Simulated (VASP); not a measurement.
# BN (P6_3/mmc) in VASP: a series of runs

Runs on BN. Level: LDA. Tasks: single point, relaxation of cell and atoms.

Program: VASP 6.6.1. These are calculated values, not measurements. Logs are shortened: lines on timing, memory, paths and dates and some standing lists are left out, and cuts for length are marked.

## 1. The cell of the first run

It takes space group P6_3/mmc (No. 194, hexagonal). The conventional cell has a = 2.489 Å, b = 2.489 Å, c = 6.493 Å, α = 90.00°, β = 90.00°, γ = 120.00°. B (site symmetry -6m2) has 3 N at 1.44 Å within 1.9 Å. N (site symmetry -6m2) has 3 B at 1.44 Å within 1.9 Å.

## 2. Single point, LDA

INCAR

```
SYSTEM = BN
PREC = Accurate
ENCUT = 520
EDIFF = 1E-6
ISMEAR = 0
SIGMA = 0.01
LREAL = .FALSE.
LASPH = .TRUE.
NELM = 80
ALGO = Normal
ISIF = 2
LWAVE = .FALSE.
LCHARG = .FALSE.
NBANDS = 16
```

KPOINTS

```
regular mesh
0
G
  12 12 4
  0 0 0
```

POSCAR

```
BN
1.0
    2.4889490074      0.0000000000      0.0000000000
   -1.2444745037      2.1554930691      0.0000000000
    0.0000000000      0.0000000000      6.4930899318
B N
2 2
Direct
    0.3333333333      0.6666666667      0.2500000000
    0.6666666667      0.3333333333      0.7500000000
    0.3333333333      0.6666666667      0.7500000000
    0.6666666667      0.3333333333      0.2500000000
```

Potentials or basis: VASP PAW LDA potentials, release 64 (B, N).

The run is started by

```sh
> cat potpaw_LDA.64/B/POTCAR potpaw_LDA.64/N/POTCAR > POTCAR
> mpirun -np 1 vasp_std > vasp.out
```

OUTCAR:

```text
SYSTEM = BN
   PREC = Accurate
   ENCUT = 520
   EDIFF = 1E-6
   ISMEAR = 0
   LREAL = .FALSE.
   LASPH = .TRUE.
   NELM = 80
   ISIF = 2

 ion  position               nearest neighbor table
   1  0.333  0.667  0.250-   4 1.44   4 1.44   4 1.44
   2  0.667  0.333  0.750-   3 1.44   3 1.44   3 1.44
   3  0.333  0.667  0.750-   2 1.44   2 1.44   2 1.44
   4  0.667  0.333  0.250-   1 1.44   1 1.44   1 1.44

  LATTYP: Found a hexagonal cell.
 ALAT       =     2.4889490074
 C/A-ratio  =     2.6087677620

  Lattice vectors:

 A1 = (   2.4889490074,   0.0000000000,   0.0000000000)
 A2 = (  -1.2444745037,   2.1554930691,   0.0000000000)
 A3 = (   0.0000000000,   0.0000000000,   6.4930899318)

Analysis of symmetry for initial positions (statically):
=====================================================================
 Subroutine PRICEL returns:
 Original cell was already a primitive cell.

 Routine SETGRP: Setting up the symmetry group for a
 hexagonal supercell.

 Subroutine GETGRP returns: Found 24 space group operations
 (whereof 12 operations were pure point group operations)
 out of a pool of 24 trial point group operations.

The static configuration has the point symmetry D_3d.
 The point group associated with its full space group is D_6h.

Analysis of symmetry for dynamics (positions and initial velocities):
=====================================================================
 Subroutine PRICEL returns:
 Original cell was already a primitive cell.

 Routine SETGRP: Setting up the symmetry group for a
 hexagonal supercell.

 Subroutine GETGRP returns: Found 24 space group operations
 (whereof 12 operations were pure point group operations)
 out of a pool of 24 trial point group operations.

The dynamic configuration has the point symmetry D_3d.
 The point group associated with its full space group is D_6h.

 Subroutine INISYM returns: Found 24 space group operations
 (whereof 12 operations are pure point group operations),
 and found     1 'primitive' translations

----------------------------------------------------------------------------------------

                                     Primitive cell

  volume of cell :      34.8349

  direct lattice vectors                    reciprocal lattice vectors
     2.488949007  0.000000000  0.000000000     0.401776009  0.231965487  0.000000000
    -1.244474504  2.155493069  0.000000000     0.000000000  0.463930974  0.000000000
     0.000000000  0.000000000  6.493089932     0.000000000  0.000000000  0.154009880

  length of vectors
     2.488949007  2.488949007  6.493089932     0.463930974  0.463930974  0.154009880

  position of ions in fractional coordinates (direct lattice)
     0.333333333  0.666666667  0.250000000
     0.666666667  0.333333333  0.750000000
     0.333333333  0.666666667  0.750000000
     0.666666667  0.333333333  0.250000000

  ion indices of the primitive-cell ions
   primitive index   ion index
                 1           1
                 2           2
                 3           3
                 4           4

----------------------------------------------------------------------------------------

 KPOINTS: regular mesh

Automatic generation of k-mesh.
 Grid dimensions read from file:
 generate k-points for:   12   12    4

 Generating k-lattice:

  Cartesian coordinates                     Fractional coordinates (reciprocal lattice)
     0.033481334  0.019330457  0.000000000     0.083333333  0.000000000  0.000000000
     0.000000000  0.038660915  0.000000000     0.000000000  0.083333333  0.000000000
     0.000000000  0.000000000  0.038502470     0.000000000  0.000000000  0.250000000

  Length of vectors
     0.038660915  0.038660915  0.038502470

  Shift w.r.t. Gamma in fractional coordinates (k-lattice)
     0.000000000  0.000000000  0.000000000

 Subroutine IBZKPT returns following result:
 ===========================================

 Found     57 irreducible k-points:

 Following reciprocal coordinates:
            Coordinates               Weight
  0.000000  0.000000  0.000000      1.000000
  0.083333  0.000000  0.000000      6.000000
  0.166667 -0.000000  0.000000      6.000000
  0.250000  0.000000  0.000000      6.000000
  0.333333  0.000000  0.000000      6.000000
  0.416667  0.000000  0.000000      6.000000
[... 16 lines left out ...]
  0.250000  0.000000  0.250000     12.000000
  0.333333  0.000000  0.250000     12.000000
 [... further k-points ...]
   k-points           NKPTS =     57   k-points in BZ     NKDIM =     57   number of bands    NBANDS=     16
   number of dos      NEDOS =    301   number of ions     NIONS =      4
   total plane-waves  NPLWV =  19200
   dimension x,y,z NGX =    20 NGY =   20 NGZ =   48
   dimension x,y,z NGXF=    40 NGYF=   40 NGZF=   96
   ions per type =               2   2
   NGX,Y,Z   is equivalent  to a cutoff of  13.36, 13.36, 12.29 a.u.
   NGXF,Y,Z  is equivalent  to a cutoff of  26.72, 26.72, 24.58 a.u.
 SYSTEM =  BN
   PREC   = accura    normal or accurate (medium, high low for compatibility)
   ISTART =      0    job   : 0-new  1-cont  2-samecut
   ICHARG =      2    charge: 1-file 2-atom 10-const
   ISPIN  =      1    spin polarized calculation?
   LNONCOLLINEAR =      F non collinear calculations
   LSORBIT =      F    spin-orbit coupling
   LASPH  =      T    aspherical Exc in radial PAW
   ENCUT  =  520.0 eV  38.22 Ry    6.18 a.u.   4.63  4.63 12.07*2*pi/ulx,y,z
   NELM   =     80;   NELMIN=  2; NELMDL= -5     # of ELM steps
   EDIFF  = 0.1E-05   stopping-criterion for ELM
   LREAL  =      F    real-space projection
   EDIFFG = 0.1E-04   stopping-criterion for IOM
   NSW    =      0    number of steps for IOM
   IBRION =     -1    ionic relax: 0-MD 1-quasi-New 2-CG
   NFREE  =      0    steps in history (QN), initial steepest desc. (CG)
   ISIF   =      2    stress and relaxation
   ISYM   =      2    0-nonsym 1-usesym 2-fastsym
   POTIM  = 0.5000    time-step for ionic-motion
   TEBEG  =    0.0;   TEEND  =   0.0 temperature during run
   PSTRESS=    0.0 pullay stress
   NELECT =      16.0000    total number of electrons
   NUPDOWN=      -1.0000    fix difference up-down
   EMIN   =  10.00;   EMAX   =-10.00  energy-range for DOS
   EFERMI =   0.00;   METHOD = LEGACY
   ISMEAR =     0;   SIGMA  =   0.01  broadening in eV -4-tet -1-fermi 0-gaus
   EFERMI_NEDOS =   21; number of points for ismear=-14 and -15
   IALGO  =     38    algorithm
   IMIX   =      4    mixing-type and parameters
     AMIX     =   0.40;   BMIX     =  1.00
     AMIX_MAG =   1.60;   BMIX_MAG =  1.00
  volume/ion in A,a.u.               =       8.71        58.77
  Fermi-wavevector in a.u.,A,eV,Ry     =   1.263117  2.386944 21.707603  1.595464
  Thomas-Fermi vector in A             =   2.396490
   LORBIT       =      0    0 simple, 1 ext, 2 COOP (PROOUT), +10 PAW based schemes
   GGA     = CA    functional components
   LHFCALC =     F    Hartree Fock is set to
   AEXX    =    0.0000 exact exchange contribution
   IVDW    =     0    specifies the selected vdW correction
   LEPSILON=     F    determine dielectric tensor
   LRPA    =     F    only Hartree local field effects (RPA)
 non-spin polarized calculation
 Gauss-broadening in eV      SIGMA  =   0.01
  energy-cutoff  :      520.00
  volume of cell :       34.83
 maximum number of plane-waves:       961
 NGX is ok and might be reduce to    20
   NGX =  9   NGY =  9   NGZ = 25

 number of electron      16.0000002 magnetization

 Free energy of the ion-electron system (eV)
  ---------------------------------------------------
  ext. energy  EPLUGINS =         0.00000000
  ---------------------------------------------------
  free energy    TOTEN  =       -38.58048760 eV

  energy without entropy =      -38.58048760  energy(sigma->0) =      -38.58048760

 E-fermi :   2.4839     XC(G=0): -10.6990

 val. band max:        2.4326855433   @ k =   0.3333   0.2500   0.0000
 cond. band min:       6.4841060381   @ k =   0.5000   0.0000   0.0000
 fundamental gap:      4.0514204948
 Fermi energy:         2.4839453385

 k-point     1 :       0.0000    0.0000    0.0000
  band No.  band energies     occupation
      1     -15.3093      2.00000
      2     -14.9391      2.00000
      3      -4.1109      2.00000
      4      -1.6636      2.00000
      5       1.0926      2.00000
      6       1.0926      2.00000
[... 8 lines left out ...]
     15      15.1667      0.00000
     16      15.4971      0.00000

 k-point     2 :       0.0833    0.0000    0.0000
  band No.  band energies     occupation
      1     -15.1708      2.00000
      2     -14.8064      2.00000
      3      -3.9199      2.00000
      4      -1.4936      2.00000
      5       0.5401      2.00000
      6       0.5824      2.00000
[... 8 lines left out ...]
     15      14.9779      0.00000
     16      15.5981      0.00000

 k-point     3 :       0.1667   -0.0000    0.0000
  band No.  band energies     occupation
      1     -14.7629      2.00000
      2     -14.4159      2.00000
      3      -3.3533      2.00000
      4      -0.9942      2.00000
      5      -0.8699      2.00000
      6      -0.8173      2.00000
[... 8 lines left out ...]
     15      16.3592      0.00000
     16      16.6355      0.00000

 k-point     4 :       0.2500    0.0000    0.0000
  band No.  band energies     occupation
      1     -14.1104      2.00000
      2     -13.7940      2.00000
      3      -2.6734      2.00000
      4      -2.5945      2.00000
      5      -2.4349      2.00000
      6      -0.5708      2.00000
[... 8 lines left out ...]
     15      17.8469      0.00000
     16      18.5208      0.00000
[... 324 lines left out ...]
 k-point    22 :       0.1667   -0.0000    0.2500
  band No.  band energies     occupation
      1     -14.7151      2.00000
      2     -14.4700      2.00000
      3      -3.0710      2.00000
      4      -1.4485      2.00000
      5      -0.8554      2.00000
      6      -0.7980      2.00000
[... 8 lines left out ...]
     15      16.2402      0.00000
     16      16.3379      0.00000

 k-point    23 :       0.2500    0.0000    0.2500
  band No.  band energies     occupation
      1     -14.0666      2.00000
      2     -13.8431      2.00000
      3      -2.6899      2.00000
      4      -2.6155      2.00000
      5      -2.1302      2.00000
      6      -0.5915      2.00000
[... 8 lines left out ...]
     15      18.5385      0.00000
     16      18.6343      0.00000

 k-point    24 :       0.3333    0.0000    0.2500
  band No.  band energies     occupation
      1     -13.2399      2.00000
      2     -13.0514      2.00000
      3      -4.4712      2.00000
      4      -4.3973      2.00000
      5      -1.2006      2.00000
      6      -1.1472      2.00000
[... 8 lines left out ...]
     15      19.2370      0.00000
     16      21.1517      0.00000

 [... further k-points ...]
[... 5 lines left out ...]
  --------------------------------------------------------------------------------------
  -------------------------------------------------------------------------------------
  Total        0.1672254      0.1672254     -0.0426201      0.0000000      0.0000000      0.0000000
  in kB        7.6912810      7.6912810     -1.9602480      0.0000000      0.0000000      0.0000000
  external PRESSURE =       4.4741047 kB  Pullay stress =       0.0000000 kB

 VOLUME and BASIS-vectors are now :
 -----------------------------------------------------------------------------
  energy-cutoff  :      520.00
  volume of cell :       34.83
      direct lattice vectors                 reciprocal lattice vectors
     2.488949007  0.000000000  0.000000000     0.401776009  0.231965487  0.000000000
    -1.244474504  2.155493069  0.000000000     0.000000000  0.463930974  0.000000000
     0.000000000  0.000000000  6.493089932     0.000000000  0.000000000  0.154009880

 POSITION                                       TOTAL-FORCE (eV/Angst)
 -----------------------------------------------------------------------------------
     -0.00000      1.43700      1.62327         0.000000      0.000000      0.000000
      1.24447      0.71850      4.86982        -0.000000     -0.000000      0.000000
     -0.00000      1.43700      4.86982         0.000000      0.000000      0.000000
      1.24447      0.71850      1.62327        -0.000000     -0.000000      0.000000
 -----------------------------------------------------------------------------------
    total drift:                                0.000000     -0.000000      0.000000

  FREE ENERGIE OF THE ION-ELECTRON SYSTEM (eV)
  ---------------------------------------------------
  free  energy   TOTEN  =       -38.5804876015 eV

  energy  without entropy=      -38.5804876015  energy(sigma->0) =      -38.58048760
```

Run time: 42 s. Hardware: 1 thread of Intel Xeon 8259CL, shared host; peak memory 0.15 GiB.

What came out:

* Free energy: -38.5805 eV
* Pressure: 0.4 GPa
* Band gap on the k mesh: 4.05 eV (least direct gap 4.47 eV)

Levels at points of the mesh, in eV from the valence-band top:
```tsv
k point	band 4	band 5	band 6	band 7	band 8	band 9	band 10	band 11	band 12	band 13
(0.00, 0.00, 0.00)	-4.10	-1.34	-1.34	-1.29	-1.29	5.07	10.36	11.55	11.55	11.70
(0.50, 0.00, 0.00)	-8.88	-4.21	-4.13	-1.59	-0.42	4.05	5.65	9.64	10.10	12.45
(0.00, 0.00, 0.50)	-5.47	-1.32	-1.32	-1.32	-1.32	7.64	7.64	11.62	11.62	11.62
(0.50, 0.00, 0.50)	-8.93	-4.17	-4.17	-0.98	-0.98	4.57	4.57	10.09	10.09	13.40
```

A k mesh can miss the band edges.

## 3. Relaxation of cell and atoms, LDA

This run uses another cell than the first one, of 8.97 Å³/atom.

INCAR

```
PREC = Accurate
ENCUT = 600
EDIFF = 1E-7
ISMEAR = 0
SIGMA = 0.01
LREAL = False
LASPH = True
NELM = 60
ALGO = Normal
ISIF = 3
LWAVE = False
LCHARG = False
IBRION = 2
NSW = 80
EDIFFG = -0.003
```

KPOINTS

```
Automatic mesh
0
Gamma
  12 12 4
```

POSCAR

```
BN
1.0
    2.4982400000      0.0000000000      0.0000000000
   -1.2491200000      2.1635393048      0.0000000000
    0.0000000000      0.0000000000      6.6357000000
B N
2 2
Direct
    0.3333333333      0.6666666667      0.2500000000
    0.6666666667      0.3333333333      0.7500000000
    0.3333333333      0.6666666667      0.7500000000
    0.6666666667      0.3333333333      0.2500000000
```

Potentials or basis: VASP PAW LDA potentials, release 64 (B, N).

The run is started by

```sh
> cat potpaw_LDA.64/B/POTCAR potpaw_LDA.64/N/POTCAR > POTCAR
> mpirun -np 1 vasp_std > vasp.out
```

Wall time 4.2 min (1 thread of Intel Xeon 8259CL, shared host); peak memory 0.16 GiB.

Results (log left out):

| Item | Value |
| --- | --- |
| Free energy | -38.5874 eV |
| Relaxed volume | 8.63 Å³/atom |
| Relaxed cell | a = 2.490 Å, b = 2.490 Å, c = 6.431 Å, α = 90.00°, β = 90.00°, γ = 120.00° |
| Space group after relaxing (to 0.1 Å) | P6_3/mmc (No. 194) |
| Energy gained by relaxing | 1.4 meV/atom |
| Ionic steps | 12 |
| Pressure after relaxing | 0.0 GPa |
| Band gap on the k mesh | 4.03 eV (least direct gap 4.43 eV) |

The path:
| step | energy change (eV) | largest force (eV/Å) | pressure (GPa) | volume (Å³) |
| --- | --- | --- | --- | --- |
| 1 | 0.0000 | 0.0000 | -2.66 | 35.87 |
| 2 | 0.0074 | 0.0000 | 4.69 | 35.10 |
| 3 | -0.0028 | 0.0000 | -0.22 | 35.60 |
| 4 | -0.0028 | 0.0000 | -0.17 | 35.60 |
| 5 | -0.0031 | 0.0000 | -0.15 | 35.53 |
| 6 | -0.0039 | 0.0000 | -0.12 | 35.34 |
| 7 | -0.0051 | 0.0000 | -0.03 | 34.95 |
| 8 | -0.0051 | 0.0000 | 0.20 | 34.16 |
| 9 | -0.0055 | 0.0000 | 0.07 | 34.55 |
| 10 | -0.0055 | 0.0000 | 0.09 | 34.53 |
| 11 | -0.0052 | 0.0000 | -0.82 | 34.61 |
| 12 | -0.0055 | 0.0000 | 0.00 | 34.54 |

Final structure:
```yaml
crystal:
  lattice:
    - [2.49018, 0.00000, 0.00000]
    - [-1.24509, 2.15656, 0.00000]
    - [0.00000, 0.00000, 6.43147]
  atoms:
    - { symbol: B, position: [0.33333, 0.66667, 0.25000] }
    - { symbol: B, position: [0.66667, 0.33333, 0.75000] }
    - { symbol: N, position: [0.33333, 0.66667, 0.75000] }
    - { symbol: N, position: [0.66667, 0.33333, 0.25000] }
```

Levels at points of the mesh, in eV from the valence-band top:
```tsv
k point	band 6	band 7	band 8	band 9	band 10	band 11
(0.00, 0.00, 0.00)	-1.35	-1.30	-1.30	5.14	10.46	11.52
(0.50, 0.00, 0.00)	-4.13	-1.64	-0.40	4.03	5.68	9.63
(0.00, 0.00, 0.50)	-1.33	-1.33	-1.33	7.76	7.76	11.60
(0.50, 0.00, 0.50)	-4.18	-0.99	-0.99	4.55	4.55	10.07
```
